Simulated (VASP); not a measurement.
# Ir (R-3m) in VASP: single point with PBE

Aim: the single point of Ir with PBE.

Everything below comes from runs of VASP 6.6.1. Logs are shortened: lines on timing, memory, paths and dates and some standing lists are left out, and cuts for length are marked.

## Step 1: The cell of the first run

The typed cell holds 3 atoms: a = 2.736 Å, b = 2.736 Å, c = 6.706 Å, α = 90.00°, β = 90.00°, γ = 120.00°.

## Step 2: Single point, PBE

Contents of INCAR:

```
ALGO     = Fast           # electronic algorithm
EDIFF    = 1E-6           # SCF threshold, eV
ENCUT    = 520            # plane-wave cutoff, eV
GGA      = PE             # functional
ISIF     = 2              # what is computed and relaxed
ISMEAR   = 0              # smearing method
LASPH    = True           # aspherical terms in the spheres
LCHARG   = False          # write CHGCAR
LREAL    = False          # projectors in reciprocal space
LWAVE    = False          # write WAVECAR
NBANDS   = 20             # bands
NELM     = 100            # most SCF steps
PREC     = Accurate       # precision mode
SIGMA    = 0.1            # smearing width, eV
```

Contents of KPOINTS:

```
k-points
0
Gamma
  18 18 7
```

Contents of POSCAR:

```
Ir
1.0
    2.7363709249      0.0000000000      0.0000000000
   -1.3681854625      2.3697667351      0.0000000000
    0.0000000000      0.0000000000      6.7063161278
Ir
3
Direct
    0.0000000000      0.0000000000      0.0000000000
    0.3333333333      0.6666666667      0.3333333333
    0.6666666667      0.3333333333      0.6666666667
```

Potentials or basis: VASP PAW PBE potentials, release 64 (Ir).

Run with:

```console
cat potpaw_PBE.64/Ir/POTCAR > POTCAR
mpirun -np 1 vasp_std > vasp.out
```

OUTCAR:

```text
EDIFF = 1E-6
   ENCUT = 520
   GGA = PE
   ISIF = 2
   ISMEAR = 0
   LASPH = True
   LREAL = False
   NELM = 100
   PREC = Accurate

 ion  position               nearest neighbor table
   1  0.000  0.000  0.000-   2 2.74   3 2.74   2 2.74   3 2.74   3 2.74   2 2.74
   2  0.333  0.667  0.333-   1 2.74   1 2.74   1 2.74   3 2.74   3 2.74   3 2.74
   3  0.667  0.333  0.667-   1 2.74   1 2.74   1 2.74   2 2.74   2 2.74   2 2.74

  LATTYP: Found a hexagonal cell.
 ALAT       =     2.7363709249
 C/A-ratio  =     2.4508066749

  Lattice vectors:

 A1 = (   2.7363709249,   0.0000000000,   0.0000000000)
 A2 = (  -1.3681854625,   2.3697667351,   0.0000000000)
 A3 = (   0.0000000000,   0.0000000000,   6.7063161278)

Analysis of symmetry for initial positions (statically):
=====================================================================
 Subroutine PRICEL returns following result:

  LATTYP: Found a trigonal (rhomboedric) cell.
 ALAT       =     2.7373517922
 COS(alpha) =     0.5003582629

  Lattice vectors:

 A1 = (   1.3681854623,  -0.7899222450,   2.2354387090)
 A2 = (  -0.0000000002,   1.5798444901,   2.2354387090)
 A3 = (  -1.3681854622,  -0.7899222452,   2.2354387097)

   3 primitive cells build up your supercell.

 Routine SETGRP: Setting up the symmetry group for a
 hexagonal supercell.

 Subroutine GETGRP returns: Found 12 space group operations
 (whereof 12 operations were pure point group operations)
 out of a pool of 24 trial point group operations.

The static configuration has the point symmetry D_3d.

Analysis of symmetry for dynamics (positions and initial velocities):
=====================================================================
 Subroutine PRICEL returns following result:

  LATTYP: Found a trigonal (rhomboedric) cell.
 ALAT       =     2.7373517922
 COS(alpha) =     0.5003582629

  Lattice vectors:

 A1 = (   1.3681854623,  -0.7899222450,   2.2354387090)
 A2 = (  -0.0000000002,   1.5798444901,   2.2354387090)
 A3 = (  -1.3681854622,  -0.7899222452,   2.2354387097)

   3 primitive cells build up your supercell.

 Routine SETGRP: Setting up the symmetry group for a
 hexagonal supercell.

 Subroutine GETGRP returns: Found 12 space group operations
[... 94 lines left out ...]
   ICHARG =      2    charge: 1-file 2-atom 10-const
   ISPIN  =      1    spin polarized calculation?
   LNONCOLLINEAR =      F non collinear calculations
   LSORBIT =      F    spin-orbit coupling
   LASPH  =      T    aspherical Exc in radial PAW
   ENCUT  =  520.0 eV  38.22 Ry    6.18 a.u.   5.09  5.09 12.47*2*pi/ulx,y,z
   NELM   =    100;   NELMIN=  2; NELMDL= -5     # of ELM steps
   EDIFF  = 0.1E-05   stopping-criterion for ELM
   LREAL  =      F    real-space projection
   EDIFFG = 0.1E-04   stopping-criterion for IOM
   NSW    =      0    number of steps for IOM
   IBRION =     -1    ionic relax: 0-MD 1-quasi-New 2-CG
   NFREE  =      0    steps in history (QN), initial steepest desc. (CG)
   ISIF   =      2    stress and relaxation
   ISYM   =      2    0-nonsym 1-usesym 2-fastsym
   POTIM  = 0.5000    time-step for ionic-motion
   TEBEG  =    0.0;   TEEND  =   0.0 temperature during run
   PSTRESS=    0.0 pullay stress
   NELECT =      27.0000    total number of electrons
   NUPDOWN=      -1.0000    fix difference up-down
   EMIN   =  10.00;   EMAX   =-10.00  energy-range for DOS
   EFERMI =   0.00;   METHOD = LEGACY
   ISMEAR =     0;   SIGMA  =   0.10  broadening in eV -4-tet -1-fermi 0-gaus
   EFERMI_NEDOS =   21; number of points for ismear=-14 and -15
   IALGO  =     68    algorithm
   IMIX   =      4    mixing-type and parameters
     AMIX     =   0.40;   BMIX     =  1.00
     AMIX_MAG =   1.60;   BMIX_MAG =  1.00
  volume/ion in A,a.u.               =      14.50        97.82
  Fermi-wavevector in a.u.,A,eV,Ry     =   1.396608  2.639207 26.538357  1.950514
  Thomas-Fermi vector in A             =   2.519946
   LORBIT       =      0    0 simple, 1 ext, 2 COOP (PROOUT), +10 PAW based schemes
   GGA     = PE    functional components
   LHFCALC =     F    Hartree Fock is set to
   AEXX    =    0.0000 exact exchange contribution
   IVDW    =     0    specifies the selected vdW correction
   LEPSILON=     F    determine dielectric tensor
   LRPA    =     F    only Hartree local field effects (RPA)
 non-spin polarized calculation
 RMM-DIIS sequential band-by-band and
 Gauss-broadening in eV      SIGMA  =   0.10
  energy-cutoff  :      520.00
  volume of cell :       43.49
 maximum number of plane-waves:      1185
   NGX = 11   NGY = 11   NGZ = 25

 number of electron      27.0000000 magnetization

 Free energy of the ion-electron system (eV)
  ---------------------------------------------------
  ext. energy  EPLUGINS =         0.00000000
  ---------------------------------------------------
  free energy    TOTEN  =       -26.56076894 eV

  energy without entropy =      -26.54646519  energy(sigma->0) =      -26.55361706

 E-fermi :   9.9959     XC(G=0): -13.8435

 val. band max:        9.9923505354   @ k =   0.2778   0.1111   0.1429
 cond. band min:       9.9965648418   @ k =   0.3889   0.1111   0.0000
 fundamental gap:      0.0042143063
 Fermi energy:         9.9959224159

 k-point     1 :       0.0000    0.0000    0.0000
  band No.  band energies     occupation
      1      -0.8704      2.00000
      2       1.9806      2.00000
      3       1.9806      2.00000
      4       6.2419      2.00000
      5       6.2461      2.00000
      6       6.2461      2.00000
[... 541 lines left out ...]
     19      16.4911      0.00000
     20      19.2039      0.00000

 [... further k-points ...]

------------------------ aborting loop because EDIFF is reached ----------------------------------------

  FORCE on cell =-STRESS in cart. coord.  units (eV):
  Direction    XX          YY          ZZ          XY          YZ          ZX
  --------------------------------------------------------------------------------------
  -------------------------------------------------------------------------------------
  Total        0.1112914      0.1112914      0.1081668     -0.0000000      0.0000000     -0.0000000
  in kB        4.1002225      4.1002225      3.9851064     -0.0000000      0.0000000     -0.0000000
  external PRESSURE =       4.0618505 kB  Pullay stress =       0.0000000 kB

 VOLUME and BASIS-vectors are now :
 -----------------------------------------------------------------------------
  energy-cutoff  :      520.00
  volume of cell :       43.49
      direct lattice vectors                 reciprocal lattice vectors
     2.736370925  0.000000000  0.000000000     0.365447532  0.210991231  0.000000000
    -1.368185463  2.369766735  0.000000000     0.000000000  0.421982461  0.000000000
     0.000000000  0.000000000  6.706316128     0.000000000  0.000000000  0.149113162

 POSITION                                       TOTAL-FORCE (eV/Angst)
 -----------------------------------------------------------------------------------
      0.00000      0.00000      0.00000        -0.000000     -0.000000      0.000000
     -0.00000      1.57984      2.23544         0.000000     -0.000000      0.000000
      1.36819      0.78992      4.47088        -0.000000      0.000000     -0.000000
 -----------------------------------------------------------------------------------
    total drift:                               -0.000000      0.000000     -0.000000

  FREE ENERGIE OF THE ION-ELECTRON SYSTEM (eV)
  ---------------------------------------------------
  free  energy   TOTEN  =       -26.5607689435 eV

  energy  without entropy=      -26.5464651856  energy(sigma->0) =      -26.55361706
```

OSZICAR:

```text
N       E                     dE             d eps       ncg     rms          rms(c)
DAV:   1     0.263565044514E+03    0.26357E+03   -0.12071E+04  9168   0.132E+03
DAV:   2    -0.162811400361E+02   -0.27985E+03   -0.26397E+03  9216   0.396E+02
DAV:   3    -0.280149666983E+02   -0.11734E+02   -0.10849E+02 10876   0.906E+01
DAV:   4    -0.282533129819E+02   -0.23835E+00   -0.23666E+00 10400   0.120E+01
DAV:   5    -0.282583844921E+02   -0.50715E-02   -0.50698E-02 10720   0.167E+00    0.247E+01
RMM:   6    -0.268031829641E+02    0.14552E+01   -0.19831E+00  9236   0.151E+01    0.966E+00
RMM:   7    -0.265601410237E+02    0.24304E+00   -0.12764E+00  9375   0.812E+00    0.255E+00
RMM:   8    -0.265720032891E+02   -0.11862E-01   -0.19111E-01  9940   0.414E+00    0.215E+00
RMM:   9    -0.265729635017E+02   -0.96021E-03   -0.42563E-02 10259   0.131E+00    0.148E+00
RMM:  10    -0.265611016912E+02    0.11862E-01   -0.67444E-02  9356   0.329E+00    0.936E-01
RMM:  11    -0.265604490179E+02    0.65267E-03   -0.57163E-03  9399   0.101E+00    0.669E-01
RMM:  12    -0.265606980456E+02   -0.24903E-03   -0.10512E-03  9800   0.170E-01    0.484E-01
RMM:  13    -0.265607022366E+02   -0.41909E-05   -0.10335E-04 10031   0.107E-01    0.414E-01
RMM:  14    -0.265608009414E+02   -0.98705E-04   -0.70313E-05  9739   0.950E-02    0.129E-01
RMM:  15    -0.265607663488E+02    0.34593E-04   -0.19308E-04 11323   0.141E-01    0.897E-03
RMM:  16    -0.265607692196E+02   -0.28708E-05   -0.23350E-05  9874   0.351E-02    0.164E-02
RMM:  17    -0.265607689435E+02    0.27605E-06   -0.24333E-06  6607   0.142E-02
   1 F= -.26560769E+02 E0= -.26553617E+02  d E =-.143038E-01
```

Wall time 2 min (1 thread of Intel Xeon Platinum 8488C (Sapphire Rapids), shared host); peak memory 0.27 GiB.

Results:

* Free energy: -26.5608 eV
* Pressure: 0.4 GPa
* Band gap on the k mesh: zero (an odd number of electrons rules out a gap without spin polarisation)

Caveat: spin-orbit coupling is left out, which moves the levels of the heavy elements.
